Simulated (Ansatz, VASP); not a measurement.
## AlN: VASP beside Ansatz

Contents of POSCAR:

```
AlN
1.0
    0.0000000000      2.1848764127      2.1848764127
    2.1848764127      0.0000000000      2.1848764127
    2.1848764127      2.1848764127      0.0000000000
Al N
1 1
Direct
    0.0000000000      0.0000000000      0.0000000000
    0.2500000000      0.2500000000      0.2500000000
```

The input INCAR.step1:

```
SYSTEM = AlN
PREC = Accurate ; ENCUT = 520
ISMEAR = 1 ; SIGMA = 0.2
LREAL = .FALSE. ; LASPH = .TRUE.
NELM = 60 ; NBANDS = 11
GGA = PE ; ALGO = Normal
EDIFF = 1E-4 ; LWAVE = .TRUE.
LCHARG = .FALSE.
```

The input INCAR.step2:

```
SYSTEM = AlN
PREC = Accurate ; ENCUT = 520
EDIFF = 1E-6 ; ISMEAR = 1
SIGMA = 0.2 ; LREAL = .FALSE.
LASPH = .TRUE. ; NELM = 60
ALGO = Normal ; ISIF = 2
LWAVE = .FALSE. ; LCHARG = .TRUE.
METAGGA = R2SCAN ; LMIXTAU = .TRUE.
LELF = .TRUE. ; LVHAR = .TRUE.
NBANDS = 11 ; ISTART = 1
```

Contents of KPOINTS:

```
regular mesh
0
G
  8 8 8
  0 0 0
```

Input for Ansatz:

```yaml
crystal:
  lattice:
    - [0.0, 2.1848764127, 2.1848764127]
    - [2.1848764127, 0.0, 2.1848764127]
    - [2.1848764127, 2.1848764127, 0.0]
  atoms:
    - { symbol: Al, position: [0.0, 0.0, 0.0] }
    - { symbol: "N", position: [0.25, 0.25, 0.25] }
kpoints:
  mp_grid: { grid: [8, 8, 8] }
hamiltonian:
  xc: r2scan
scf:
  occupations: { method: cold, width: 0.2 }
  n_extra_bands: 4
output:
  forces: true
  stress: true
  eigenvalues: true
```

Alike in both runs: task single point; functional r2SCAN; k mesh 8 × 8 × 8; no spin polarisation.

```csv
,VASP,Ansatz
version,VASP 6.6.1,Ansatz 0.2.0
potentials or method,"VASP PAW PBE potentials, release 64 (Al, N)",plane waves
plane-wave cutoff (eV),520,500
occupations,"methfessel-paxton of order 1, width 0.2 eV","cold, width 0.2 eV"
valence electrons in the cell,8,8
```

Ansatz gave:

| Quantity | Value |
| --- | --- |
| gap on the k mesh at the Fermi level (eV) | 3.94 |
| pressure (GPa) | 0.0 |

Problem. What did VASP give for the same quantities?

Solution. gap on the k mesh at the Fermi level (eV): 3.93; pressure (GPa): -0.4.

VASP's potentials were made for PBE, not for r2SCAN.
